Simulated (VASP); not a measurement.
A run of VASP 6.6.1 is set up as follows.

Contents of INCAR:

```
SYSTEM = AlSn
PREC     = Accurate       ! precision mode
ENCUT    = 520            ! plane-wave cutoff, eV
EDIFF    = 1E-6           ! SCF threshold, eV
ISMEAR   = 0              ! smearing method
SIGMA    = 0.1            ! smearing width, eV
LREAL    = .False.        ! projectors in reciprocal space
LASPH    = .True.         ! aspherical terms in the spheres
NELM     = 60             ! most SCF steps
ALGO     = Fast           ! electronic algorithm
ISIF     = 2              ! what is computed and relaxed
LWAVE    = .False.        ! write WAVECAR
LCHARG   = .False.        ! write CHGCAR
GGA      = PS             ! functional
NBANDS   = 16             ! bands
```

File KPOINTS:

```
Automatic mesh
0
Gamma
  12 12 12
  0 0 0
```

File POSCAR:

```
AlSn
1.0
    4.0705671671      0.0000000000      0.0000000000
   -2.0352835835      3.5252145745      0.0000000000
    0.0000000000      0.0000000000      3.3055903981
Al Sn
1 1
Direct
    0.0000000000      0.0000000000      0.0000000000
    0.3333333300      0.6666666700      0.5000000000
```

Potentials or basis: VASP PAW PBE potentials, release 64 (Al, Sn_d).

Command:

```sh
$ cat potpaw_PBE.64/Al/POTCAR potpaw_PBE.64/Sn_d/POTCAR > POTCAR
$ mpirun -np 1 vasp_std > vasp.out
```

Problem. Estimate the pressure.

Solution. 1.1 GPa.

Stress tensor (GPa, compression positive):
```
 1.69  0.00  0.00
 0.00  1.69  0.00
 0.00  0.00 -0.11
```

Caveat: the cell differs from its parent crystal (strained); the PAW data sets were made with another functional, which shifts forces and pressure a little.
